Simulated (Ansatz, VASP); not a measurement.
## MgB: VASP beside Ansatz

```xyz
2
Lattice="2.8952 0.0000 0.0000 0.0000 2.8952 0.0000 0.0000 0.0000 2.8952" Properties=species:S:1:pos:R:3 pbc="T T T"
Mg    0.0000    0.0000    0.0000
B     1.4476    1.4476    1.4476
```

Alike in both runs: task relaxation of cell and atoms; functional PBEsol-based global hybrid; k mesh 5 × 5 × 5; occupations fermi-dirac, width 0.05 eV; no spin polarisation.

|  | VASP | Ansatz |
| --- | --- | --- |
| version | VASP 6.6.1 | Ansatz 0.2.0 |
| potentials or method | VASP PAW PBE potentials, release 64 (Mg, B) | Ansatz PAW |
| plane-wave cutoff (eV) | 600 | 420 |
| valence electrons in the cell | 5 | 13 |

```csv
,VASP,Ansatz,Ansatz less VASP
"gap on the k mesh at the Fermi level, each at its own relaxed structure (eV)",none,none,-
relaxed volume (Å³/atom),11.83,11.85,+0.013
relaxed cell length with the largest relative difference (Å),2.871,2.872,+0.0011
```

VASP's potentials were made for PBE, not for PBEsol-based global hybrid. A gap of «none» marks a metal or a gap that the smearing closes. VASP's potentials hold 5 valence electrons a cell and Ansatz's 13, so a difference there can come from the potentials and not from the codes.

The k mesh is coarse, so the values compare programs but aren't converged. Noted on Ansatz's run: the plane-wave basis is chosen anew once the cell has moved, so the energies of steps on either side of that aren't comparable.
